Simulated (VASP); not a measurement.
# PbS (Fm-3m) in VASP: a series of runs, part 2 of 2

VASP 6.6.1. The steps go on from the part before.

**3. Single point, r2SCAN (strain -0.015 along x and y, -0.015 along z)**

POSCAR

```
PbS
1.0
    0.0000000000      2.9205250000      2.9205250000
    2.9205250000      0.0000000000      2.9205250000
    2.9205250000      2.9205250000      0.0000000000
Pb S
1 1
Direct
    0.0000000000      0.0000000000      0.0000000000
    0.5000000000      0.5000000000      0.5000000000
```

INCAR.step1

```
PREC = Accurate ; ENCUT = 520
ISMEAR = 0 ; SIGMA = 0.05
LREAL = F ; LASPH = T
NELM = 60 ; NBANDS = 17
GGA = PE ; ALGO = Normal
EDIFF = 1E-4 ; LWAVE = T
LCHARG = F
```

INCAR.step2

```
PREC = Accurate ; ENCUT = 520
EDIFF = 1E-6 ; ISMEAR = 0
SIGMA = 0.05 ; LREAL = F
LASPH = T ; NELM = 60
ALGO = Normal ; ISIF = 2
LWAVE = F ; LCHARG = F
METAGGA = R2SCAN ; LMIXTAU = T
NBANDS = 17 ; ISTART = 1
```

KPOINTS

```
Automatic mesh
0
Gamma
  8 8 8
```

Potentials or basis: VASP PAW PBE potentials, release 64 (Pb_d, S).

Command:

```console
$ cat potpaw_PBE.64/Pb_d/POTCAR potpaw_PBE.64/S/POTCAR > POTCAR
$ cp INCAR.step1 INCAR
$ mpirun -np 1 vasp_std > vasp.out
$ cp INCAR.step2 INCAR
$ mpirun -np 1 vasp_std > vasp.out
```

OUTCAR:

```text
PREC = Accurate
   ENCUT = 520
   EDIFF = 1E-6
   ISMEAR = 0
   LREAL = F
   LASPH = T
   NELM = 60
   ISIF = 2
   METAGGA = R2SCAN
   ISTART = 1

 ion  position               nearest neighbor table
   1  0.000  0.000  0.000-   2 2.92   2 2.92   2 2.92   2 2.92   2 2.92   2 2.92
   2  0.500  0.500  0.500-   1 2.92   1 2.92   1 2.92   1 2.92   1 2.92   1 2.92

  LATTYP: Found a face centered cubic cell.
 ALAT       =     5.8410500000

  Lattice vectors:

 A1 = (   0.0000000000,   2.9205250000,   2.9205250000)
 A2 = (   2.9205250000,   0.0000000000,   2.9205250000)
 A3 = (   2.9205250000,   2.9205250000,   0.0000000000)

Analysis of symmetry for initial positions (statically):
=====================================================================
 Subroutine PRICEL returns:
 Original cell was already a primitive cell.

 Routine SETGRP: Setting up the symmetry group for a
 face centered cubic supercell.

 Subroutine GETGRP returns: Found 48 space group operations
 (whereof 48 operations were pure point group operations)
 out of a pool of 48 trial point group operations.

The static configuration has the point symmetry O_h .

Analysis of symmetry for dynamics (positions and initial velocities):
=====================================================================
 Subroutine PRICEL returns:
 Original cell was already a primitive cell.

 Routine SETGRP: Setting up the symmetry group for a
 face centered cubic supercell.

 Subroutine GETGRP returns: Found 48 space group operations
 (whereof 48 operations were pure point group operations)
 out of a pool of 48 trial point group operations.

The dynamic configuration has the point symmetry O_h .

 Subroutine INISYM returns: Found 48 space group operations
 (whereof 48 operations are pure point group operations),
 and found     1 'primitive' translations

----------------------------------------------------------------------------------------

                                     Primitive cell

  volume of cell :      49.8210

  direct lattice vectors                    reciprocal lattice vectors
     0.000000000  2.920525000  2.920525000    -0.171202096  0.171202096  0.171202096
     2.920525000  0.000000000  2.920525000     0.171202096 -0.171202096  0.171202096
     2.920525000  2.920525000  0.000000000     0.171202096  0.171202096 -0.171202096

  length of vectors
     4.130246064  4.130246064  4.130246064     0.296530728  0.296530728  0.296530728

  position of ions in fractional coordinates (direct lattice)
     0.000000000  0.000000000  0.000000000
     0.500000000  0.500000000  0.500000000

  ion indices of the primitive-cell ions
   primitive index   ion index
                 1           1
                 2           2

----------------------------------------------------------------------------------------

 KPOINTS: Automatic mesh

Automatic generation of k-mesh.
 Grid dimensions read from file:
 generate k-points for:    8    8    8

 Generating k-lattice:

  Cartesian coordinates                     Fractional coordinates (reciprocal lattice)
    -0.021400262  0.021400262  0.021400262     0.125000000  0.000000000  0.000000000
     0.021400262 -0.021400262  0.021400262     0.000000000  0.125000000  0.000000000
     0.021400262  0.021400262 -0.021400262     0.000000000  0.000000000  0.125000000

  Length of vectors
     0.037066341  0.037066341  0.037066341

  Shift w.r.t. Gamma in fractional coordinates (k-lattice)
     0.000000000  0.000000000  0.000000000

 Subroutine IBZKPT returns following result:
 ===========================================

 Found     29 irreducible k-points:

 Following reciprocal coordinates:
            Coordinates               Weight
  0.000000  0.000000  0.000000      1.000000
  0.125000  0.000000  0.000000      8.000000
  0.250000  0.000000  0.000000      8.000000
  0.375000  0.000000  0.000000      8.000000
  0.500000  0.000000  0.000000      4.000000
  0.125000  0.125000  0.000000      6.000000
[... 16 lines left out ...]
  0.500000  0.250000  0.125000     48.000000
 -0.375000  0.250000  0.125000     24.000000
 [... further k-points ...]
   k-points           NKPTS =     29   k-points in BZ     NKDIM =     29   number of bands    NBANDS=     17
   number of dos      NEDOS =    301   number of ions     NIONS =      2
   total plane-waves  NPLWV =  32768
   dimension x,y,z NGX =    32 NGY =   32 NGZ =   32
   dimension x,y,z NGXF=    64 NGYF=   64 NGZF=   64
   ions per type =               1   1
   NGX,Y,Z   is equivalent  to a cutoff of  12.88, 12.88, 12.88 a.u.
   NGXF,Y,Z  is equivalent  to a cutoff of  25.76, 25.76, 25.76 a.u.
 SYSTEM =  unknown system
   PREC   = accura    normal or accurate (medium, high low for compatibility)
   ISTART =      1    job   : 0-new  1-cont  2-samecut
   ICHARG =      0    charge: 1-file 2-atom 10-const
   ISPIN  =      1    spin polarized calculation?
   LNONCOLLINEAR =      F non collinear calculations
   LSORBIT =      F    spin-orbit coupling
   LASPH  =      T    aspherical Exc in radial PAW
   ENCUT  =  520.0 eV  38.22 Ry    6.18 a.u.   7.68  7.68  7.68*2*pi/ulx,y,z
   NELM   =     60;   NELMIN=  2; NELMDL=  0     # of ELM steps
   EDIFF  = 0.1E-05   stopping-criterion for ELM
   LREAL  =      F    real-space projection
   EDIFFG = 0.1E-04   stopping-criterion for IOM
   NSW    =      0    number of steps for IOM
   IBRION =     -1    ionic relax: 0-MD 1-quasi-New 2-CG
   NFREE  =      0    steps in history (QN), initial steepest desc. (CG)
   ISIF   =      2    stress and relaxation
   ISYM   =      2    0-nonsym 1-usesym 2-fastsym
   POTIM  = 0.5000    time-step for ionic-motion
   TEBEG  =    0.0;   TEEND  =   0.0 temperature during run
   PSTRESS=    0.0 pullay stress
   NELECT =      20.0000    total number of electrons
   NUPDOWN=      -1.0000    fix difference up-down
   EMIN   =  10.00;   EMAX   =-10.00  energy-range for DOS
   EFERMI =   0.00;   METHOD = LEGACY
   ISMEAR =     0;   SIGMA  =   0.05  broadening in eV -4-tet -1-fermi 0-gaus
   EFERMI_NEDOS =   21; number of points for ismear=-14 and -15
   IALGO  =     38    algorithm
   IMIX   =      4    mixing-type and parameters
     AMIX     =   0.40;   BMIX     =  1.00
     AMIX_MAG =   1.60;   BMIX_MAG =  1.00
  volume/ion in A,a.u.               =      24.91       168.10
  Fermi-wavevector in a.u.,A,eV,Ry     =   1.207667  2.282160 19.843551  1.458460
  Thomas-Fermi vector in A             =   2.343298
   LORBIT       =      0    0 simple, 1 ext, 2 COOP (PROOUT), +10 PAW based schemes
   METAGGA = R2SCAN    functional components
   LHFCALC =     F    Hartree Fock is set to
   AEXX    =    0.0000 exact exchange contribution
   IVDW    =     0    specifies the selected vdW correction
   LEPSILON=     F    determine dielectric tensor
   LRPA    =     F    only Hartree local field effects (RPA)
 non-spin polarized calculation
 Gauss-broadening in eV      SIGMA  =   0.05
  energy-cutoff  :      520.00
  volume of cell :       49.82
 maximum number of plane-waves:      1363
   NGX = 15   NGY = 15   NGZ = 15

 number of electron      19.9999997 magnetization

 Free energy of the ion-electron system (eV)
  ---------------------------------------------------
  ext. energy  EPLUGINS =         0.00000000
  ---------------------------------------------------
  free energy    TOTEN  =       -65.56458925 eV

  energy without entropy =      -65.56458925  energy(sigma->0) =      -65.56458925

 E-fermi :   6.6387     XC(G=0): -10.4916

 val. band max:        6.4114293637   @ k =   0.5000   0.0000   0.0000
 cond. band min:       6.8407131130   @ k =   0.5000   0.0000   0.0000
 fundamental gap:      0.4292837493
 Fermi energy:         6.6387212842

 k-point     1 :       0.0000    0.0000    0.0000
  band No.  band energies     occupation
      1     -11.2034      2.00000
      2     -11.2034      2.00000
      3     -11.2034      2.00000
      4     -11.1897      2.00000
      5     -11.1897      2.00000
      6      -8.3296      2.00000
[... 9 lines left out ...]
     16      13.3441      0.00000
     17      15.2726      0.00000
[... 441 lines left out ...]
 k-point    24 :      -0.3750    0.2500    0.1250
  band No.  band energies     occupation
      1     -11.2893      2.00000
      2     -11.2124      2.00000
      3     -11.1866      2.00000
      4     -11.1698      2.00000
      5     -11.1442      2.00000
      6      -6.6747      2.00000
[... 9 lines left out ...]
     16      17.7592      0.00000
     17      18.2168      0.00000

 [... further k-points ...]

------------------------ aborting loop because EDIFF is reached ----------------------------------------

  FORCE on cell =-STRESS in cart. coord.  units (eV):
  Direction    XX          YY          ZZ          XY          YZ          ZX
  --------------------------------------------------------------------------------------
  -------------------------------------------------------------------------------------
  Total        1.4023073      1.4023073      1.4023073     -0.0000000      0.0000000      0.0000000
  in kB       45.0963100     45.0963100     45.0963100     -0.0000000      0.0000000      0.0000000
  external PRESSURE =      45.0963100 kB  Pullay stress =       0.0000000 kB

 VOLUME and BASIS-vectors are now :
 -----------------------------------------------------------------------------
  energy-cutoff  :      520.00
  volume of cell :       49.82
      direct lattice vectors                 reciprocal lattice vectors
     0.000000000  2.920525000  2.920525000    -0.171202096  0.171202096  0.171202096
     2.920525000  0.000000000  2.920525000     0.171202096 -0.171202096  0.171202096
     2.920525000  2.920525000  0.000000000     0.171202096  0.171202096 -0.171202096

 POSITION                                       TOTAL-FORCE (eV/Angst)
 -----------------------------------------------------------------------------------
      0.00000      0.00000      0.00000         0.000000     -0.000000      0.000000
      2.92053      2.92053      2.92053         0.000000      0.000000      0.000000
 -----------------------------------------------------------------------------------
    total drift:                                0.000000     -0.000000     -0.000000

  FREE ENERGIE OF THE ION-ELECTRON SYSTEM (eV)
  ---------------------------------------------------
  free  energy   TOTEN  =       -65.5645892467 eV

  energy  without entropy=      -65.5645892467  energy(sigma->0) =      -65.56458925
```

OUTCAR.step1:

```text
PREC = Accurate
   ENCUT = 520
   ISMEAR = 0
   LREAL = F
   LASPH = T
[... 700 lines left out ...]
 -----------------------------------------------------------------------------------
      0.00000      0.00000      0.00000        -0.000000     -0.000000     -0.000000
      2.92053      2.92053      2.92053         0.000000      0.000000      0.000000
 -----------------------------------------------------------------------------------
    total drift:                                0.000000     -0.000000     -0.000000

  FREE ENERGIE OF THE ION-ELECTRON SYSTEM (eV)
  ---------------------------------------------------
  free  energy   TOTEN  =        -8.7011065810 eV

  energy  without entropy=       -8.7010905407  energy(sigma->0) =       -8.70109856
```

Wall time 28 s (1 thread of Intel Xeon 6975P-C (Granite Rapids), shared host); peak memory 0.19 GiB.

Results:

```yaml
Free_energy: -65.5646 eV
Pressure: 4.5 GPa
Band_gap_on_the_k_mesh: 0.43 eV
```

Caveat: the cell differs from its parent crystal (strain -0.015 along x and y, -0.015 along z); the cell stands under pressure; the PAW data sets were made with another functional, which shifts forces and pressure a little; spin-orbit coupling is left out, which moves the levels of the heavy elements.

**4. Single point, r2SCAN (strain +0.015 along x and y, +0.015 along z)**

POSCAR

```
PbS
1.0
    0.0000000000      3.0094750000      3.0094750000
    3.0094750000      0.0000000000      3.0094750000
    3.0094750000      3.0094750000      0.0000000000
Pb S
1 1
Direct
    0.0000000000      0.0000000000      0.0000000000
    0.5000000000      0.5000000000      0.5000000000
```

INCAR.step1

```
ALGO = Normal
EDIFF = 1E-4
ENCUT = 520
GGA = PE
ISMEAR = 0
LASPH = True
LCHARG = False
LREAL = False
LWAVE = True
NBANDS = 17
NELM = 80
PREC = Accurate
SIGMA = 0.05
```

INCAR.step2

```
ALGO = Normal
EDIFF = 1E-6
ENCUT = 520
ISIF = 2
ISMEAR = 0
ISTART = 1
LASPH = True
LCHARG = False
LMIXTAU = True
LREAL = False
LWAVE = False
METAGGA = R2SCAN
NBANDS = 17
NELM = 80
PREC = Accurate
SIGMA = 0.05
```

KPOINTS

```
k-points
0
Gamma
  8 8 8
```

Command:

```console
$ cat potpaw_PBE.64/Pb_d/POTCAR potpaw_PBE.64/S/POTCAR > POTCAR
$ cp INCAR.step1 INCAR
$ mpirun -np 1 vasp_std > vasp.out
$ cp INCAR.step2 INCAR
$ mpirun -np 1 vasp_std > vasp.out
```

It took 32 s on 1 thread of Intel Xeon 6975P-C (Granite Rapids), shared host; peak memory 0.19 GiB.

The run converged. Its results:

- Free energy: -65.6078 eV
- Pressure: -1.3 GPa
- Band gap on the k mesh: 0.78 eV

Levels at points of the mesh, in eV from the valence-band top:
```
           k point  band 7  band 8  band 9  band 10  band 11  band 12  band 13  band 14
(0.00, 0.00, 0.00)   -6.14   -2.06   -2.06    -2.06     5.47     5.47     5.47     7.29
(0.50, 0.00, 0.00)   -8.81   -1.69   -1.69     0.00     0.78     2.32     2.32     9.14
(0.50, 0.50, 0.00)   -7.26   -4.96   -3.27    -3.27     4.38     5.89     5.96     5.96
```

Caveat: the cell differs from its parent crystal (strain +0.015 along x and y, +0.015 along z); the PAW data sets were made with another functional, which shifts forces and pressure a little; spin-orbit coupling is left out, which moves the levels of the heavy elements. A k mesh can miss the band edges.

**5. Single point, r2SCAN (strain +0.030 along x and y, +0.030 along z)**

POSCAR

```
PbS
1.0
    0.0000000000      3.0539500000      3.0539500000
    3.0539500000      0.0000000000      3.0539500000
    3.0539500000      3.0539500000      0.0000000000
Pb S
1 1
Direct
    0.0000000000      0.0000000000      0.0000000000
    0.5000000000      0.5000000000      0.5000000000
```

INCAR.step1

```
PREC = Accurate
ENCUT = 520
ISMEAR = 0
SIGMA = 0.05
LREAL = False
LASPH = True
NELM = 100
NBANDS = 17
GGA = PE
ALGO = Normal
EDIFF = 1E-4
LWAVE = True
LCHARG = False
```

INCAR.step2

```
PREC = Accurate
ENCUT = 520
EDIFF = 1E-6
ISMEAR = 0
SIGMA = 0.05
LREAL = False
LASPH = True
NELM = 100
ALGO = Normal
ISIF = 2
LWAVE = False
LCHARG = True
METAGGA = R2SCAN
LMIXTAU = True
LELF = True
LVHAR = True
NBANDS = 17
ISTART = 1
```

KPOINTS

```
Automatic mesh
0
Gamma
  8 8 8
```

Command:

```console
$ cat potpaw_PBE.64/Pb_d/POTCAR potpaw_PBE.64/S/POTCAR > POTCAR
$ cp INCAR.step1 INCAR
$ mpirun -np 1 vasp_std > vasp.out
$ cp INCAR.step2 INCAR
$ mpirun -np 1 vasp_std > vasp.out
```

Wall time 37 s (1 thread of Intel Xeon 6975P-C (Granite Rapids), shared host); peak memory 0.19 GiB.

It converged, with:

```
Free energy            : -65.5729 eV
Pressure               : -3.4 GPa
Band gap on the k mesh : 0.92 eV
```

Levels at points of the mesh, in eV from the valence-band top:
```csv
k point,band 6,band 7,band 8,band 9,band 10,band 11,band 12,band 13,band 14,band 15
"(0.00, 0.00, 0.00)",-13.35,-6.19,-1.80,-1.80,-1.80,5.37,5.37,5.37,7.43,7.43
"(0.50, 0.00, 0.00)",-12.31,-8.53,-1.47,-1.47,0.00,0.92,2.45,2.45,9.11,10.84
"(0.50, 0.50, 0.00)",-11.98,-7.16,-4.55,-2.95,-2.95,4.60,5.77,5.83,5.83,11.72
```

Caveat: the cell differs from its parent crystal (strain +0.030 along x and y, +0.030 along z); the cell stands under tension; the PAW data sets were made with another functional, which shifts forces and pressure a little; spin-orbit coupling is left out, which moves the levels of the heavy elements. A k mesh can miss the band edges.

**6. The runs side by side**

```csv
cell,gap on the mesh (eV),pressure (GPa)
"a = 4.067 Å, angles 60.0°, 2 atoms",0.21,8.4
"a = 4.130 Å, angles 60.0°, 2 atoms",0.43,4.5
"a = 4.256 Å, angles 60.0°, 2 atoms",0.78,-1.3
"a = 4.319 Å, angles 60.0°, 2 atoms",0.92,-3.4
```

Alike in all rows: task single point; level r2SCAN; potentials or basis VASP PAW PBE potentials, release 64 (Pb_d, S); no spin polarisation; k mesh 8 × 8 × 8; cutoff (eV) 520; smearing gaussian 0.05 eV.

Caveats: the PAW data sets were made with another functional, which shifts forces and pressure a little; spin-orbit coupling is left out, which moves the levels of the heavy elements; the cell stands under pressure (at least some runs); the cell stands under tension (at least some runs).

Absolute energies hang on the potentials; compare differences alone.
